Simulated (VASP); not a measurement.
Write the native input for VASP 6.6.1 that does the following.

| Quantity | Value |
| --- | --- |
| Task | single point |
| Functional | PBEsol |
| Potentials or basis | VASP PAW PBE potentials, release 64 (Ni, Al) |
| Cutoff | 520 eV |
| k mesh | 8 × 8 × 8 |
| Occupations | fermi-dirac, width 0.05 eV |
| Spin | collinear spin, ferromagnetic start |
| Starting moments | [1.0, 1.0, 1.0, 0.0] μB |
| Dipole correction | no |
| Further INCAR settings | ALGO = Normal; EDIFF = 1e-06; NBANDS = 28 |

The structure of AlNi3 lies in POSCAR:

```
AlNi3
1.0
    0.0000000000      2.7568382076      2.7568382076
    2.7568382076      0.0000000000      2.7568382076
    2.7568382076      2.7568382076      0.0000000000
Ni Al
3 1
Direct
    0.7500000000      0.7500000000      0.7500000000
    0.0000000000      0.0000000000      0.0000000000
    0.2500000000      0.2500000000      0.2500000000
    0.5000000000      0.5000000000      0.5000000000
```

The input as run:

INCAR

```
  PREC = Accurate
  ENCUT = 520
  EDIFF = 1E-6
  ISMEAR = -1
  SIGMA = 0.05
  LREAL = F
  LASPH = T
  NELM = 150
  ALGO = Normal
  ISIF = 2
  LWAVE = F
  LCHARG = F
  ISPIN = 2
  MAGMOM = 1 1 1 0
  LORBIT = 11
  LMAXMIX = 4
  GGA = PS
  NBANDS = 28
```

KPOINTS

```
regular mesh
0
Gamma
  8 8 8
```

Potentials or basis: VASP PAW PBE potentials, release 64 (Ni, Al).

Launch:

```bash
$ cat potpaw_PBE.64/Ni/POTCAR potpaw_PBE.64/Al/POTCAR > POTCAR
$ mpirun -np 1 vasp_std > vasp.out
```

It gave:

| Item | Value |
| --- | --- |
| Pressure | 10.0 GPa |
| Net moment | 0.00 μB per cell |
| Valence electrons inside the program's atomic spheres | Ni 9.56, 9.51; Al 0.85 |

Caveat: the PAW data sets were made with another functional, which shifts forces and pressure a little.

Wall time 50 s on 1 thread of Intel(R) Xeon(R) 6975P-C (Granite Rapids), on a shared host, peak memory 0.21 GiB.
